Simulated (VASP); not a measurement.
A run of VASP 6.6.1:

The input INCAR:

```
SYSTEM = Ru
PREC = Accurate
ENCUT = 520
EDIFF = 1E-6
ISMEAR = 1
SIGMA = 0.1
LREAL = .False.
LASPH = .True.
NELM = 100
ALGO = Normal
ISIF = 2
LWAVE = .False.
LCHARG = .False.
GGA = PE
NBANDS = 21
```

The input KPOINTS:

```
Automatic mesh
0
Gamma
  11 11 6
  0 0 0
```

POSCAR

```
Ru
1.0
    2.6316308460      0.0000000000      0.0000000000
   -1.3158154230      2.2790596158      0.0000000000
    0.0000000000      0.0000000000      4.1645280950
Ru
2
Direct
    0.3333333333      0.6666666667      0.2500000000
    0.6666666667      0.3333333333      0.7500000000
```

Potentials or basis: VASP PAW PBE potentials, release 64 (Ru_pv).

Command:

```bash
$ cat potpaw_PBE.64/Ru_pv/POTCAR > POTCAR
$ mpirun -np 1 vasp_std > vasp.out
```

Hardware: 1 thread of Intel Xeon 8259CL (shared host).

**Question.** How long does it take, and how much memory?

**Answer.** It took 38 s on 1 thread of Intel Xeon 8259CL, with other jobs on the host, peak memory 0.15 GiB. Counts: scf iterations 12, k points 64.
